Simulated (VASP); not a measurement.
# Cs (Im-3m) in VASP: notebook

Runs on Cs. Level: PBE. Tasks: single point, relaxation of cell and atoms.

All numbers are computed with VASP 6.6.1; they aren't measurements. Logs are shortened: lines on timing, memory, paths and dates and some standing lists are left out, and cuts for length are marked.

### Step 1. The cell of the first run

The structure is cubic, space group Im-3m (No. 229). The conventional cell has a = 6.154 Å, b = 6.154 Å, c = 6.154 Å, α = 90.00°, β = 90.00°, γ = 90.00°.

### Step 2. Single point, PBE

The input, INCAR:

```
SYSTEM = Cs
ALGO = Normal ; EDIFF = 1E-6
ENCUT = 520 ; GGA = PE
ISIF = 2 ; ISMEAR = -1
LASPH = .TRUE. ; LCHARG = .FALSE.
LREAL = .FALSE. ; LWAVE = .FALSE.
NBANDS = 10 ; NELM = 60
PREC = Accurate ; SIGMA = 0.05
```

The input, KPOINTS:

```
k-points
0
G
  10 10 10
  0 0 0
```

The input, POSCAR:

```
Cs
1.0
   -3.0771560441      3.0771560441      3.0771560441
    3.0771560441     -3.0771560441      3.0771560441
    3.0771560441      3.0771560441     -3.0771560441
Cs
1
Direct
    0.0000000000      0.0000000000      0.0000000000
```

Potentials or basis: VASP PAW PBE potentials, release 64 (Cs_sv).

Run with:

```console
cat potpaw_PBE.64/Cs_sv/POTCAR > POTCAR
mpirun -np 1 vasp_std > vasp.out
```

OUTCAR:

```text
SYSTEM = Cs
   EDIFF = 1E-6
   ENCUT = 520
   GGA = PE
   ISIF = 2
   ISMEAR = -1
   LASPH = .TRUE.
   LREAL = .FALSE.
   NELM = 60
   PREC = Accurate

 ion  position               nearest neighbor table
   1  0.000  0.000  0.000-

  LATTYP: Found a body centered cubic cell.
 ALAT       =     6.1543120882

  Lattice vectors:

 A1 = (  -3.0771560441,   3.0771560441,   3.0771560441)
 A2 = (   3.0771560441,  -3.0771560441,   3.0771560441)
 A3 = (   3.0771560441,   3.0771560441,  -3.0771560441)

Analysis of symmetry for initial positions (statically):
=====================================================================
 Subroutine PRICEL returns:
 Original cell was already a primitive cell.

 Routine SETGRP: Setting up the symmetry group for a
 body centered cubic supercell.

 Subroutine GETGRP returns: Found 48 space group operations
 (whereof 48 operations were pure point group operations)
 out of a pool of 48 trial point group operations.

The static configuration has the point symmetry O_h .

Analysis of symmetry for dynamics (positions and initial velocities):
=====================================================================
 Subroutine PRICEL returns:
 Original cell was already a primitive cell.

 Routine SETGRP: Setting up the symmetry group for a
 body centered cubic supercell.

 Subroutine GETGRP returns: Found 48 space group operations
 (whereof 48 operations were pure point group operations)
 out of a pool of 48 trial point group operations.

The dynamic configuration has the point symmetry O_h .

 Subroutine INISYM returns: Found 48 space group operations
 (whereof 48 operations are pure point group operations),
 and found     1 'primitive' translations

----------------------------------------------------------------------------------------

                                     Primitive cell

  volume of cell :     116.5490

  direct lattice vectors                    reciprocal lattice vectors
    -3.077156044  3.077156044  3.077156044     0.000000000  0.162487697  0.162487697
     3.077156044 -3.077156044  3.077156044     0.162487697  0.000000000  0.162487697
     3.077156044  3.077156044 -3.077156044     0.162487697  0.162487697  0.000000000

  length of vectors
     5.329790611  5.329790611  5.329790611     0.229792305  0.229792305  0.229792305

  position of ions in fractional coordinates (direct lattice)
     0.000000000  0.000000000  0.000000000

  ion indices of the primitive-cell ions
[... 65 lines left out ...]
   PREC   = accura    normal or accurate (medium, high low for compatibility)
   ISTART =      0    job   : 0-new  1-cont  2-samecut
   ICHARG =      2    charge: 1-file 2-atom 10-const
   ISPIN  =      1    spin polarized calculation?
   LNONCOLLINEAR =      F non collinear calculations
   LSORBIT =      F    spin-orbit coupling
   LASPH  =      T    aspherical Exc in radial PAW
   ENCUT  =  520.0 eV  38.22 Ry    6.18 a.u.   9.91  9.91  9.91*2*pi/ulx,y,z
   NELM   =     60;   NELMIN=  2; NELMDL= -5     # of ELM steps
   EDIFF  = 0.1E-05   stopping-criterion for ELM
   LREAL  =      F    real-space projection
[... 7 lines left out ...]
   TEBEG  =    0.0;   TEEND  =   0.0 temperature during run
   PSTRESS=    0.0 pullay stress
   NELECT =       9.0000    total number of electrons
   NUPDOWN=      -1.0000    fix difference up-down
   EMIN   =  10.00;   EMAX   =-10.00  energy-range for DOS
   EFERMI =   0.00;   METHOD = LEGACY
   ISMEAR =    -1;   SIGMA  =   0.05  broadening in eV -4-tet -1-fermi 0-gaus
   EFERMI_NEDOS =   21; number of points for ismear=-14 and -15
   IALGO  =     38    algorithm
   IMIX   =      4    mixing-type and parameters
     AMIX     =   0.40;   BMIX     =  1.00
     AMIX_MAG =   1.60;   BMIX_MAG =  1.00
  volume/ion in A,a.u.               =     116.55       786.51
  Fermi-wavevector in a.u.,A,eV,Ry     =   0.697139  1.317402  6.612473  0.486003
  Thomas-Fermi vector in A             =   1.780384
   LORBIT       =      0    0 simple, 1 ext, 2 COOP (PROOUT), +10 PAW based schemes
   GGA     = PE    functional components
   LHFCALC =     F    Hartree Fock is set to
   AEXX    =    0.0000 exact exchange contribution
   IVDW    =     0    specifies the selected vdW correction
   LEPSILON=     F    determine dielectric tensor
   LRPA    =     F    only Hartree local field effects (RPA)
 non-spin polarized calculation
  energy-cutoff  :      520.00
  volume of cell :      116.55
 maximum number of plane-waves:      3172
   NGX = 19   NGY = 19   NGZ = 19

 number of electron       9.0000002 magnetization

 Free energy of the ion-electron system (eV)
  ---------------------------------------------------
  ext. energy  EPLUGINS =         0.00000000
  ---------------------------------------------------
  free energy    TOTEN  =        -0.85390882 eV

  energy without entropy =       -0.84071679  energy(sigma->0) =       -0.84731281

 E-fermi :   0.4250     XC(G=0):  -5.3736

 val. band max:        0.3899117212   @ k =  -0.3000   0.3000   0.3000
 cond. band min:       0.4423672456   @ k =   0.3000   0.2000   0.0000
 fundamental gap:      0.0524555244
 Fermi energy:         0.4250439245

 k-point     1 :       0.0000    0.0000    0.0000
  band No.  band energies     occupation
      1     -23.4447      2.00000
      2     -10.1898      2.00000
      3     -10.1898      2.00000
      4     -10.1898      2.00000
      5      -1.2439      2.00000
      6       2.9051      0.00000
      7       2.9051      0.00000
      8       2.9051      0.00000
      9       3.7534      0.00000
     10       3.7534      0.00000
[... 287 lines left out ...]
 k-point    24 :      -0.3000    0.3000    0.1000
  band No.  band energies     occupation
      1     -23.4401      2.00000
      2     -10.2748      2.00000
      3     -10.2231      2.00000
      4     -10.1998      2.00000
      5      -0.2609      2.00000
      6       1.9180      0.00000
      7       2.3657      0.00000
      8       3.1540      0.00000
      9       3.8195      0.00000
     10       4.0985      0.00000

 [... further k-points ...]
[... 5 lines left out ...]
  --------------------------------------------------------------------------------------
  -------------------------------------------------------------------------------------
  Total        0.0015541      0.0015541      0.0015541     -0.0000000     -0.0000000     -0.0000000
  in kB        0.0213646      0.0213646      0.0213646     -0.0000000     -0.0000000     -0.0000000
  external PRESSURE =       0.0213646 kB  Pullay stress =       0.0000000 kB

 VOLUME and BASIS-vectors are now :
 -----------------------------------------------------------------------------
  energy-cutoff  :      520.00
  volume of cell :      116.55
      direct lattice vectors                 reciprocal lattice vectors
    -3.077156044  3.077156044  3.077156044     0.000000000  0.162487697  0.162487697
     3.077156044 -3.077156044  3.077156044     0.162487697  0.000000000  0.162487697
     3.077156044  3.077156044 -3.077156044     0.162487697  0.162487697  0.000000000

 POSITION                                       TOTAL-FORCE (eV/Angst)
 -----------------------------------------------------------------------------------
      0.00000      0.00000      0.00000         0.000000     -0.000000      0.000000
 -----------------------------------------------------------------------------------
    total drift:                               -0.000000     -0.000000     -0.000000

  FREE ENERGIE OF THE ION-ELECTRON SYSTEM (eV)
  ---------------------------------------------------
  free  energy   TOTEN  =        -0.8539088240 eV

  energy  without entropy=       -0.8407167919  energy(sigma->0) =       -0.84731281
```

OSZICAR:

```text
N       E                     dE             d eps       ncg     rms          rms(c)
DAV:   1     0.529615611798E+02    0.52962E+02   -0.28969E+03   940   0.626E+02
DAV:   2     0.430540313129E+01   -0.48656E+02   -0.47538E+02  1258   0.107E+02
DAV:   3    -0.780004278407E+00   -0.50854E+01   -0.50789E+01  1084   0.403E+01
DAV:   4    -0.851964929476E+00   -0.71961E-01   -0.71950E-01  1228   0.572E+00
DAV:   5    -0.852278750742E+00   -0.31382E-03   -0.31381E-03  1304   0.346E-01    0.130E-01
DAV:   6    -0.852830567914E+00   -0.55182E-03   -0.13633E-03  1148   0.178E-01    0.894E-02
DAV:   7    -0.853809952132E+00   -0.97938E-03   -0.34467E-03  1034   0.293E-01    0.363E-02
DAV:   8    -0.853907976793E+00   -0.98025E-04   -0.13056E-04  1060   0.705E-02    0.402E-03
DAV:   9    -0.853909549716E+00   -0.15729E-05   -0.34323E-06  1470   0.991E-03    0.278E-03
DAV:  10    -0.853908823957E+00    0.72576E-06   -0.78525E-07  1024   0.451E-03
   1 F= -.85390882E+00 E0= -.84731281E+00  d E =-.131920E-01
```

stdout:

```text
POSCAR found type information on POSCAR Cs
 POSCAR found :  1 types and       1 ions
 scaLAPACK will be used
 LDA part: xc-table for (Slater+PW92), standard interpolation
 POSCAR, INCAR and KPOINTS ok, starting setup
 FFT: planning ... GRIDC
 FFT: planning ... GRID_SOFT
 FFT: planning ... GRID
 WAVECAR not read
 entering main loop
```

Run time: 21 s. Hardware: 1 thread of Intel Xeon 6975P-C (Granite Rapids), shared host; peak memory 0.25 GiB.

What came out:

```yaml
Free_energy: -0.8539 eV
Pressure: 0.0 GPa
Band_gap_on_the_k_mesh: zero (an odd number of electrons rules out a gap without spin polarisation)
```

Caveat: spin-orbit coupling is left out, which moves the levels of the heavy elements.

### Step 3. Single point, PBE

The input, INCAR:

```
PREC = Accurate
ENCUT = 520
EDIFF = 1E-7
ISMEAR = -1
SIGMA = 0.05
LREAL = F
LASPH = T
NELM = 80
ALGO = Normal
ISIF = 2
LWAVE = F
LCHARG = T
GGA = PE
LELF = T
LVHAR = T
NBANDS = 10
```

The input, KPOINTS:

```
Automatic mesh
0
Gamma
  10 10 10
```

POSCAR is that of step 2.

Potentials or basis: VASP PAW PBE potentials, release 64 (Cs_sv).

Run with:

```console
cat potpaw_PBE.64/Cs_sv/POTCAR > POTCAR
mpirun -np 1 vasp_std > vasp.out
```

Run time: 24 s. Hardware: 1 thread of Intel Xeon 6975P-C (Granite Rapids), shared host; peak memory 0.26 GiB.

It converged, with:

```yaml
Free_energy: -0.8539 eV
Pressure: 0.0 GPa
Band_gap_on_the_k_mesh: zero (an odd number of electrons rules out a gap without spin polarisation)
```

Levels at points of the mesh, in eV from the Fermi level:
| k point | band 1 | band 2 | band 3 | band 4 | band 5 | band 6 | band 7 | band 8 |
| --- | --- | --- | --- | --- | --- | --- | --- | --- |
| (0.00, 0.00, 0.00) | -23.87 | -10.61 | -10.61 | -10.61 | -1.67 | 2.48 | 2.48 | 2.48 |
| (0.50, 0.00, 0.00) | -23.86 | -10.75 | -10.66 | -10.61 | 0.04 | 0.85 | 1.64 | 3.16 |
| (0.50, 0.50, 0.50) | -23.86 | -10.71 | -10.71 | -10.71 | 0.66 | 0.66 | 2.97 | 2.97 |

Caveat: spin-orbit coupling is left out, which moves the levels of the heavy elements.

### Step 4. Relaxation of cell and atoms, PBE

The input, INCAR:

```
ALGO = Normal
EDIFF = 1E-6
EDIFFG = -0.005
ENCUT = 600
GGA = PE
IBRION = 2
ISIF = 3
ISMEAR = -1
LASPH = T
LCHARG = F
LREAL = F
LWAVE = F
NELM = 80
NSW = 45
PREC = Accurate
SIGMA = 0.05
```

The input, KPOINTS:

```
k-points
0
Gamma
  10 10 10
```

POSCAR is that of step 3.

Run with:

```console
cat potpaw_PBE.64/Cs_sv/POTCAR > POTCAR
mpirun -np 1 vasp_std > vasp.out
```

It took 30 s on 1 thread of Intel Xeon 6975P-C (Granite Rapids), shared host; peak memory 0.31 GiB.

The run converged. Its results:

```
Free energy             : -0.8539 eV
Pressure after relaxing : 0.0 GPa
Band gap on the k mesh  : zero (an odd number of electrons rules out a gap without spin polarisation)
```

Final structure:
```yaml
crystal:
  lattice:
    - [-3.07716, 3.07716, 3.07716]
    - [3.07716, -3.07716, 3.07716]
    - [3.07716, 3.07716, -3.07716]
  atoms:
    - { symbol: Cs, position: [0.00000, 0.00000, 0.00000] }
```

Levels at points of the mesh, in eV from the Fermi level:
| k point | band 1 | band 2 | band 3 | band 4 | band 5 | band 6 | band 7 | band 8 |
| --- | --- | --- | --- | --- | --- | --- | --- | --- |
| (0.00, 0.00, 0.00) | -23.87 | -10.61 | -10.61 | -10.61 | -1.67 | 2.48 | 2.48 | 2.48 |
| (0.50, 0.00, 0.00) | -23.86 | -10.75 | -10.66 | -10.61 | 0.04 | 0.85 | 1.64 | 3.16 |
| (0.50, 0.50, 0.50) | -23.86 | -10.71 | -10.71 | -10.71 | 0.66 | 0.66 | 2.97 | 2.97 |

Caveat: spin-orbit coupling is left out, which moves the levels of the heavy elements.

The gap in the log of VASP goes by the Fermi energy; the results here count the filled bands.